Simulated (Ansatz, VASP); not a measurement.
## One calculation of Au, two programs

Contents of INCAR:

```
PREC = Accurate ; ENCUT = 520
EDIFF = 1E-7 ; ISMEAR = 0
SIGMA = 0.1 ; LREAL = F
LASPH = T ; NELM = 80
ALGO = Normal ; ISIF = 2
LWAVE = F ; LCHARG = F
LDIPOL = T ; IDIPOL = 3
DIPOL = 0.5 0.5 0.429 ; GGA = PE
IVDW = 12 ; NBANDS = 78
```

Contents of KPOINTS:

```
Automatic mesh
0
Gamma
  4 4 1
```

POSCAR

```
Au
1.0
    5.8027911564      0.0000000000      0.0000000000
   -2.9013955782      5.0253645543      0.0000000000
    0.0000000000      0.0000000000     24.4540591391
Au
12
Direct
    0.3333333333      0.1666666667      0.3271440522
    0.3333333333      0.6666666667      0.3271440522
    0.8333333333      0.1666666667      0.3271440522
    0.8333333333      0.6666666667      0.3271440522
    0.6682374377      0.3343384122      0.4290548360
    0.6679800363      0.8342497251      0.4290837731
    0.1675792553      0.3341890898      0.4292788679
    0.1675993063      0.8339000853      0.4293305669
    0.0020473735      0.5014911390      0.5314815196
    0.0021616703      0.0016458897      0.5315561290
    0.5024725133      0.5011371568      0.5306854499
    0.5023866427      0.0019363557      0.5309031262
```

Input for Ansatz:

```yaml
crystal:
  lattice:
    - [5.8027911564, 0.0, 0.0]
    - [-2.9013955782, 5.0253645543, 0.0]
    - [0.0, 0.0, 24.4540591391]
  atoms:
    - { symbol: Au, position: [0.3333333333, 0.1666666667, 0.3271440522] }
    - { symbol: Au, position: [0.3333333333, 0.6666666667, 0.3271440522] }
    - { symbol: Au, position: [0.8333333333, 0.1666666667, 0.3271440522] }
    - { symbol: Au, position: [0.8333333333, 0.6666666667, 0.3271440522] }
    - { symbol: Au, position: [0.6682374377, 0.3343384122, 0.429054836] }
    - { symbol: Au, position: [0.6679800363, 0.8342497251, 0.4290837731] }
    - { symbol: Au, position: [0.1675792553, 0.3341890898, 0.4292788679] }
    - { symbol: Au, position: [0.1675993063, 0.8339000853, 0.4293305669] }
    - { symbol: Au, position: [0.0020473735, 0.501491139, 0.5314815196] }
    - { symbol: Au, position: [0.0021616703, 0.0016458897, 0.531556129] }
    - { symbol: Au, position: [0.5024725133, 0.5011371568, 0.5306854499] }
    - { symbol: Au, position: [0.5023866427, 0.0019363557, 0.5309031262] }
basis:
  ecutwfc: 420
kpoints:
  mp_grid: { grid: [4, 4, 1] }
hamiltonian:
  xc: pbe
  dispersion: d3bj
scf:
  occupations: { method: gaussian, width: 0.1 }
output:
  forces: true
  eigenvalues: true
  write_density: true
  volumetric_format: npy
efield:
  axis: 3
  dipole_correction: true
  ramp_width: 0.04
```

Alike in both runs: task single point; functional PBE; dispersion D3(BJ); k mesh 4 × 4 × 1; occupations gaussian, width 0.1 eV; no spin polarisation.

|  | VASP | Ansatz |
| --- | --- | --- |
| version | VASP 6.6.1 | Ansatz 0.2.0 |
| potentials or method | VASP PAW PBE potentials, release 64 (Au), cutoff 520 eV | scalar-relativistic, plane waves, PAW |
| valence electrons in the cell | 132 | 228 |

|  | VASP | Ansatz | Ansatz less VASP |
| --- | --- | --- | --- |
| gap on the k mesh at the Fermi level (eV) | none | none | - |
| rms of the force components (eV/Å) | 0.010 | 0.010 | -0.0001 |

Atom by atom the forces differ by 0.002 eV/Å (rms over components). A gap of «none» marks a metal or a gap that the smearing closes. VASP's potentials hold 132 valence electrons a cell and Ansatz's 228, so a difference there can come from the potentials and not from the codes.

Spin-orbit coupling is off throughout.
